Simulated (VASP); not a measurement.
# Zr3SiO (P4/mmm) in VASP: relaxation of cell and atoms with PBE

Aim: the relaxation of cell and atoms of Zr3SiO with PBE.

Everything below comes from runs of VASP 6.6.1. Logs are shortened: lines on timing, memory, paths and dates and some standing lists are left out, and cuts for length are marked.

### Step 1. The cell of the first run

Symmetry: P4/mmm, No. 123, tetragonal system. The conventional cell has a = 3.064 Å, b = 3.064 Å, c = 10.159 Å, α = 90.00°, β = 90.00°, γ = 90.00°. Within 2.9 Å of Zr (site symmetry 4/mmm) lie 4 O at 2.17 Å. Within 3.7 Å of Zr (site symmetry 4mm) lie 4 Si at 2.81 Å and 6 Zr at 3.06 to 3.57 Å. Si (site symmetry 4/mmm) has 8 Zr at 2.81 Å and 4 Si at 3.06 Å within 3.7 Å. O (site symmetry 4/mmm) has 4 Zr at 2.17 Å within 2.9 Å.

### Step 2. Relaxation of cell and atoms, PBE

The input, INCAR:

```
ALGO = Normal ; EDIFF = 1E-7
EDIFFG = -0.01 ; ENCUT = 600
GGA = PE ; IBRION = 2
ISIF = 3 ; ISMEAR = 0
LASPH = True ; LCHARG = False
LREAL = False ; LWAVE = False
NELM = 80 ; NSW = 100
PREC = Accurate ; SIGMA = 0.1
```

The input, KPOINTS:

```
k-points
0
Gamma
  12 12 4
```

The input, POSCAR:

```
Zr3SiO
1.0
    3.0639450906      0.0000000000      0.0000000000
    0.0000000000      3.0639450906      0.0000000000
    0.0000000000      0.0000000000     10.1591562036
Zr Si O
3 1 1
Direct
    0.0000000000      0.0000000000      0.0000000000
    0.0000000000      0.0000000000      0.3243180869
    0.0000000000      0.0000000000      0.6756819131
    0.5000000000      0.5000000000      0.5000000000
    0.5000000000      0.5000000000      0.0000000000
```

Potentials or basis: VASP PAW PBE potentials, release 64 (Zr_sv, Si, O).

The run is started by

```
cat potpaw_PBE.64/Zr_sv/POTCAR potpaw_PBE.64/Si/POTCAR potpaw_PBE.64/O/POTCAR > POTCAR
mpirun -np 1 vasp_std > vasp.out
```

OUTCAR:

```text
EDIFF = 1E-7
   EDIFFG = -0.01
   ENCUT = 600
   GGA = PE
   IBRION = 2
   ISIF = 3
   ISMEAR = 0
   LASPH = True
   LREAL = False
   NELM = 80
   NSW = 100
   PREC = Accurate

 ion  position               nearest neighbor table
   1  0.000  0.000  0.000-   5 2.17   5 2.17   5 2.17   5 2.17   2 3.29   3 3.29
   2  0.000  0.000  0.324-   4 2.81   4 2.81   4 2.81   4 2.81   1 3.29   3 3.57
   3  0.000  0.000  0.676-   4 2.81   4 2.81   4 2.81   4 2.81   1 3.29   2 3.57
   4  0.500  0.500  0.500-   2 2.81   3 2.81   2 2.81   3 2.81   2 2.81   3 2.81   2 2.81   3 2.81

   5  0.500  0.500  0.000-   1 2.17   1 2.17   1 2.17   1 2.17

  LATTYP: Found a simple tetragonal cell.
 ALAT       =     3.0639450906
 C/A-ratio  =     3.3157109227

  Lattice vectors:

 A1 = (   3.0639450906,   0.0000000000,   0.0000000000)
 A2 = (   0.0000000000,   3.0639450906,   0.0000000000)
 A3 = (   0.0000000000,   0.0000000000,  10.1591562036)

Analysis of symmetry for initial positions (statically):
=====================================================================
 Subroutine PRICEL returns:
 Original cell was already a primitive cell.

 Routine SETGRP: Setting up the symmetry group for a
 simple tetragonal supercell.

 Subroutine GETGRP returns: Found 16 space group operations
 (whereof 16 operations were pure point group operations)
 out of a pool of 16 trial point group operations.

The static configuration has the point symmetry D_4h.

Analysis of symmetry for dynamics (positions and initial velocities):
=====================================================================
 Subroutine PRICEL returns:
 Original cell was already a primitive cell.

 Routine SETGRP: Setting up the symmetry group for a
 simple tetragonal supercell.

 Subroutine GETGRP returns: Found 16 space group operations
 (whereof 16 operations were pure point group operations)
 out of a pool of 16 trial point group operations.

The dynamic configuration has the point symmetry D_4h.

 Subroutine INISYM returns: Found 16 space group operations
 (whereof 16 operations are pure point group operations),
 and found     1 'primitive' translations

----------------------------------------------------------------------------------------

                                     Primitive cell

  volume of cell :      95.3717

  direct lattice vectors                    reciprocal lattice vectors
     3.063945091  0.000000000  0.000000000     0.326376606  0.000000000  0.000000000
     0.000000000  3.063945091  0.000000000     0.000000000  0.326376606  0.000000000
     0.000000000  0.000000000 10.159156204     0.000000000  0.000000000  0.098433372

  length of vectors
     3.063945091  3.063945091 10.159156204     0.326376606  0.326376606  0.098433372

  position of ions in fractional coordinates (direct lattice)
     0.000000000  0.000000000  0.000000000
     0.000000000  0.000000000  0.324318087
     0.000000000  0.000000000  0.675681913
     0.500000000  0.500000000  0.500000000
     0.500000000  0.500000000  0.000000000

  ion indices of the primitive-cell ions
   primitive index   ion index
                 1           1
                 2           2
                 3           3
                 4           4
                 5           5

----------------------------------------------------------------------------------------

 KPOINTS: k-points

Automatic generation of k-mesh.
 Grid dimensions read from file:
 generate k-points for:   12   12    4

 Generating k-lattice:

  Cartesian coordinates                     Fractional coordinates (reciprocal lattice)
     0.027198051  0.000000000  0.000000000     0.083333333  0.000000000  0.000000000
     0.000000000  0.027198051  0.000000000     0.000000000  0.083333333  0.000000000
     0.000000000  0.000000000  0.024608343     0.000000000  0.000000000  0.250000000

  Length of vectors
     0.027198051  0.027198051  0.024608343

  Shift w.r.t. Gamma in fractional coordinates (k-lattice)
     0.000000000  0.000000000  0.000000000

 Subroutine IBZKPT returns following result:
 ===========================================

 Found     84 irreducible k-points:

 Following reciprocal coordinates:
            Coordinates               Weight
  0.000000  0.000000  0.000000      1.000000
  0.083333  0.000000  0.000000      4.000000
  0.166667  0.000000  0.000000      4.000000
  0.250000  0.000000  0.000000      4.000000
  0.333333  0.000000  0.000000      4.000000
  0.416667  0.000000  0.000000      4.000000
[... 16 lines left out ...]
  0.333333  0.333333  0.000000      4.000000
  0.416667  0.333333  0.000000      8.000000
 [... further k-points ...]
   k-points           NKPTS =     84   k-points in BZ     NKDIM =     84   number of bands    NBANDS=     27
   number of dos      NEDOS =    301   number of ions     NIONS =      5
   total plane-waves  NPLWV =  48384
   dimension x,y,z NGX =    24 NGY =   24 NGZ =   84
   dimension x,y,z NGXF=    48 NGYF=   48 NGZF=  168
   ions per type =               3   1   1
   NGX,Y,Z   is equivalent  to a cutoff of  13.02, 13.02, 13.75 a.u.
   NGXF,Y,Z  is equivalent  to a cutoff of  26.04, 26.04, 27.49 a.u.
 SYSTEM =  unknown system
   PREC   = accura    normal or accurate (medium, high low for compatibility)
   ISTART =      0    job   : 0-new  1-cont  2-samecut
   ICHARG =      2    charge: 1-file 2-atom 10-const
   ISPIN  =      1    spin polarized calculation?
   LNONCOLLINEAR =      F non collinear calculations
   LSORBIT =      F    spin-orbit coupling
   LASPH  =      T    aspherical Exc in radial PAW
   ENCUT  =  600.0 eV  44.10 Ry    6.64 a.u.   6.12  6.12 20.29*2*pi/ulx,y,z
   NELM   =     80;   NELMIN=  2; NELMDL= -5     # of ELM steps
   EDIFF  = 0.1E-06   stopping-criterion for ELM
   LREAL  =      F    real-space projection
   EDIFFG = -.1E-01   stopping-criterion for IOM
   NSW    =    100    number of steps for IOM
   IBRION =      2    ionic relax: 0-MD 1-quasi-New 2-CG
   NFREE  =      1    steps in history (QN), initial steepest desc. (CG)
   ISIF   =      3    stress and relaxation
   ISYM   =      2    0-nonsym 1-usesym 2-fastsym
   POTIM  = 0.5000    time-step for ionic-motion
   TEBEG  =    0.0;   TEEND  =   0.0 temperature during run
   PSTRESS=    0.0 pullay stress
   NELECT =      46.0000    total number of electrons
   NUPDOWN=      -1.0000    fix difference up-down
   EMIN   =  10.00;   EMAX   =-10.00  energy-range for DOS
   EFERMI =   0.00;   METHOD = LEGACY
   ISMEAR =     0;   SIGMA  =   0.10  broadening in eV -4-tet -1-fermi 0-gaus
   EFERMI_NEDOS =   21; number of points for ismear=-14 and -15
   IALGO  =     38    algorithm
   IMIX   =      4    mixing-type and parameters
     AMIX     =   0.40;   BMIX     =  1.00
     AMIX_MAG =   1.60;   BMIX_MAG =  1.00
  volume/ion in A,a.u.               =      19.07       128.72
  Fermi-wavevector in a.u.,A,eV,Ry     =   1.283870  2.426162 22.426770  1.648321
  Thomas-Fermi vector in A             =   2.416097
   LORBIT       =      0    0 simple, 1 ext, 2 COOP (PROOUT), +10 PAW based schemes
   GGA     = PE    functional components
   LHFCALC =     F    Hartree Fock is set to
   AEXX    =    0.0000 exact exchange contribution
   IVDW    =     0    specifies the selected vdW correction
   LEPSILON=     F    determine dielectric tensor
   LRPA    =     F    only Hartree local field effects (RPA)
 conjugate gradient relaxation of ions
 non-spin polarized calculation
 Gauss-broadening in eV      SIGMA  =   0.10
  energy-cutoff  :      600.00
  volume of cell :       95.37
 maximum number of plane-waves:      3224
   NGX = 13   NGY = 13   NGZ = 41

--------------------------------------- Ionic step        1  -------------------------------------------

 number of electron      46.0000002 magnetization

 Free energy of the ion-electron system (eV)
  ---------------------------------------------------
  ext. energy  EPLUGINS =         0.00000000
  ---------------------------------------------------
  free energy    TOTEN  =       -40.31735288 eV

  energy without entropy =      -40.29231108  energy(sigma->0) =      -40.30483198

------------------------ aborting loop because EDIFF is reached ----------------------------------------

  FORCE on cell =-STRESS in cart. coord.  units (eV):
  Direction    XX          YY          ZZ          XY          YZ          ZX
  --------------------------------------------------------------------------------------
  -------------------------------------------------------------------------------------
  Total       -0.2254707     -0.2254707      0.0963694      0.0000000      0.0000000      0.0000000
  in kB       -3.7877477     -3.7877477      1.6189380      0.0000000      0.0000000      0.0000000
  external PRESSURE =      -1.9855191 kB  Pullay stress =       0.0000000 kB
[... 102 lines left out ...]
  energy  without entropy=      -40.2927812273  energy(sigma->0) =      -40.30524703

--------------------------------------- Ionic step        4  -------------------------------------------

 number of electron      46.0000002 magnetization

 Free energy of the ion-electron system (eV)
  ---------------------------------------------------
  ext. energy  EPLUGINS =         0.00000000
  ---------------------------------------------------
  free energy    TOTEN  =       -40.31783097 eV

  energy without entropy =      -40.29287230  energy(sigma->0) =      -40.30535164

 E-fermi :   8.5106     XC(G=0): -10.8188

 val. band max:        8.4997503252   @ k =   0.2500   0.0833   0.0000
 cond. band min:       8.5116409806   @ k =   0.2500   0.1667   0.2500
 fundamental gap:      0.0118906554
 Fermi energy:         8.5106209838

 k-point     1 :       0.0000    0.0000    0.0000
  band No.  band energies     occupation
      1     -41.1294      2.00000
      2     -40.3438      2.00000
      3     -40.3367      2.00000
      4     -19.1327      2.00000
      5     -18.8773      2.00000
      6     -18.8773      2.00000
[... 709 lines left out ...]
     26      10.0213      0.00000
     27      10.2841      0.00000

 [... further k-points ...]
[... 5 lines left out ...]
  --------------------------------------------------------------------------------------
  -------------------------------------------------------------------------------------
  Total        0.0024408      0.0024408      0.0030689      0.0000000      0.0000000      0.0000000
  in kB        0.0410476      0.0410476      0.0516096      0.0000000      0.0000000      0.0000000
  external PRESSURE =       0.0445683 kB  Pullay stress =       0.0000000 kB
[... 20 lines left out ...]
  FREE ENERGIE OF THE ION-ELECTRON SYSTEM (eV)
  ---------------------------------------------------
  free  energy   TOTEN  =       -40.3178309685 eV

  energy  without entropy=      -40.2928723027  energy(sigma->0) =      -40.30535164

 reached required accuracy - stopping structural energy minimisation
```

Run time: 10 min. Hardware: 1 thread of Intel Xeon 6975P-C (Granite Rapids), shared host; peak memory 0.36 GiB.

What came out:

| Property | Result |
| --- | --- |
| Free energy | -40.3178 eV |
| Relaxed volume | 19.05 Å³/atom |
| Relaxed cell | a = 3.059 Å, b = 3.059 Å, c = 10.179 Å, α = 90.00°, β = 90.00°, γ = 90.00° |
| Space group after relaxing (to 0.05 Å) | P4/mmm (No. 123) |
| Energy gained by relaxing | 0.1 meV/atom |
| Ionic steps | 4 |
| Pressure after relaxing | 0.0 GPa |
| Band gap on the k mesh | zero (band 23 reaches 8.71 eV, above the bottom of band 24 at 7.93 eV) |

Step by step:
```csv
step,energy change (eV),largest force (eV/Å),pressure (GPa),volume (Å³)
1,0.0000,0.0201,-0.20,95.37
2,-0.0003,0.0254,0.29,95.05
3,-0.0004,0.0235,0.12,95.16
4,-0.0005,0.0012,0.00,95.27
```

Final structure:
```cif
data_structure
_symmetry_space_group_name_H-M 'P 1'
_symmetry_Int_Tables_number 1
_cell_length_a 3.0593
_cell_length_b 3.0593
_cell_length_c 10.1793
_cell_angle_alpha 90.000
_cell_angle_beta 90.000
_cell_angle_gamma 90.000
_cell_volume 95.27
loop_
_atom_site_label
_atom_site_type_symbol
_atom_site_fract_x
_atom_site_fract_y
_atom_site_fract_z
_atom_site_occupancy
Zr1 Zr 0.00000 0.00000 0.00000 1
Zr2 Zr 0.00000 0.00000 0.32413 1
Zr3 Zr 0.00000 0.00000 0.67587 1
Si1 Si 0.50000 0.50000 0.50000 1
O1 O 0.50000 0.50000 0.00000 1
```
